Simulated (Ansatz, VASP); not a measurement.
Bi: VASP beside Ansatz

The input INCAR:

```
SYSTEM = Bi
ALGO = Normal
EDIFF = 1E-6
EDIFFG = -0.005
ENCUT = 600
GGA = PS
IBRION = 2
ISIF = 3
ISMEAR = -1
LASPH = .True.
LCHARG = .False.
LREAL = .False.
LWAVE = .False.
NELM = 60
NSW = 60
PREC = Accurate
SIGMA = 0.1
```

Contents of KPOINTS:

```
k-points
0
Gamma
  12 12 7
  0 0 0
```

POSCAR

```
Bi
1.0
    3.5730967501      0.0000000000      0.0000000000
   -1.7865483750      3.0943925557      0.0000000000
    0.0000000000      0.0000000000      5.7884167351
Bi
2
Direct
    0.3333333333      0.6666666667      0.2500000000
    0.6666666667      0.3333333333      0.7500000000
```

Input for Ansatz:

```yaml
crystal:
  lattice:
    - [3.5730967501, 0.0, 0.0]
    - [-1.786548375, 3.0943925557, 0.0]
    - [0.0, 0.0, 5.7884167351]
  atoms:
    - { symbol: Bi, position: [0.3333333333, 0.6666666667, 0.25] }
    - { symbol: Bi, position: [0.6666666667, 0.3333333333, 0.75] }
kpoints:
  mp_grid: { grid: [12, 12, 7] }
scf:
  occupations: { method: fermi_dirac, width: 0.1 }
hamiltonian:
  xc: pbesol
  pseudopotentials: { kind: paw }
output:
  forces: true
  stress: true
relax:
  f_tol: 0.005
  max_steps: 40
  cell: {}
```

Alike in both runs: task relaxation of cell and atoms; functional PBEsol; k mesh 12 × 12 × 7; occupations fermi-dirac, width 0.1 eV; no spin polarisation.

|  | VASP | Ansatz |
| --- | --- | --- |
| version | VASP 6.6.1 | Ansatz 0.2.0 |
| potentials or method | VASP PAW PBE potentials, release 64 (Bi_d) | PAW with Ansatz's default frozen-core files, scalar-relativistic |
| plane-wave cutoff (eV) | 600 | 420 |
| valence electrons in the cell | 30 | 30 |

|  | VASP | Ansatz | Ansatz less VASP |
| --- | --- | --- | --- |
| relaxed volume (Å³/atom) | 30.16 | 30.15 | -0.004 |
| relaxed cell length with the largest relative difference (Å) | 3.440 | 3.440 | -0.0003 |

VASP's potentials were made for PBE, not for PBEsol.

Neither program's run includes spin-orbit coupling.
